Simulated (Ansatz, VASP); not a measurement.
# Two plane-wave programs on BaTiO3

```
CELL_PARAMETERS angstrom
2.83995 1.63964 2.33128
-2.83995 1.63964 2.33128
0.00000 -3.27929 2.33128
ATOMIC_POSITIONS crystal
Ba 0.00126 0.00126 0.00126
Ti 0.51472 0.51472 0.51472
O 0.48824 0.97865 0.48824
O 0.48824 0.48824 0.97865
O 0.97865 0.48824 0.48824
```

Alike in both runs: task single point; functional PBE; k mesh 6 × 6 × 6; non-collinear spin, spin-orbit coupling.

|  | VASP | Ansatz |
| --- | --- | --- |
| version | VASP 6.6.1 | Ansatz 0.2.0 |
| potentials or method | VASP PAW PBE potentials, release 64 (Ba_sv, Ti_sv, O) | plane waves, PAW |
| plane-wave cutoff (eV) | 520 | 420 |
| occupations | gaussian, width 0.01 eV | fixed |
| valence electrons in the cell | 40 | 40 |

|  | VASP | Ansatz | Ansatz less VASP |
| --- | --- | --- | --- |
| pressure (GPa) | 4.9 | 3.2 | -1.73 |
| traceless stress, the component that is largest in VASP (GPa) | -0.14 | -0.09 | +0.051 |
| rms of the force components (eV/Å) | 0.067 | 0.043 | -0.0246 |
| net moment per atom (μB) | 0.00 | 0.00 | 0.000 |

Atom by atom the forces differ by 0.031 eV/Å (rms over components).
